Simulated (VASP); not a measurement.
A run of VASP 6.6.1:

File INCAR:

```
PREC = Accurate
ENCUT = 400
EDIFF = 1E-6
ISMEAR = 0
SIGMA = 0.05
LREAL = F
LASPH = T
NELM = 120
ALGO = Normal
ISIF = 2
LWAVE = F
LCHARG = F
LDIPOL = T
IDIPOL = 3
DIPOL = 0.5 0.5 0.394
GGA = PE
IVDW = 12
NBANDS = 35
GGA_COMPAT = F
NELMDL = -8
```

KPOINTS

```
regular mesh
0
Gamma
  9 9 1
```

File POSCAR:

```
WS2
1.0
    3.1595456682      0.0000000000      0.0000000000
   -1.5797728341      2.7362468131      0.0000000000
    0.0000000000      0.0000000000     23.8042574330
S W
4 2
Direct
    0.3333333333      0.6666666667      0.1890418137
    0.3333333333      0.6666666667      0.3214605092
    0.3333333333      1.0000000000      0.4659724735
    0.3333333333      1.0000000000      0.5983911690
    0.6666666667      0.3333333333      0.2552511584
    0.0000000000      1.3333333333      0.5321818182
```

Potentials or basis: VASP PAW PBE potentials, release 64 (S, W_sv).

The run is started by

```console
$ cat potpaw_PBE.64/S/POTCAR potpaw_PBE.64/W_sv/POTCAR > POTCAR
$ mpirun -np 1 vasp_std > vasp.out
```

Hardware: 1 thread of Intel Xeon 8259CL (shared host).

Q: Estimate the wall time of this run.

A: It took 8 min on 1 thread of Intel Xeon 8259CL, on a shared host, peak memory 0.39 GiB. Counts: scf iterations 25, k points 41.
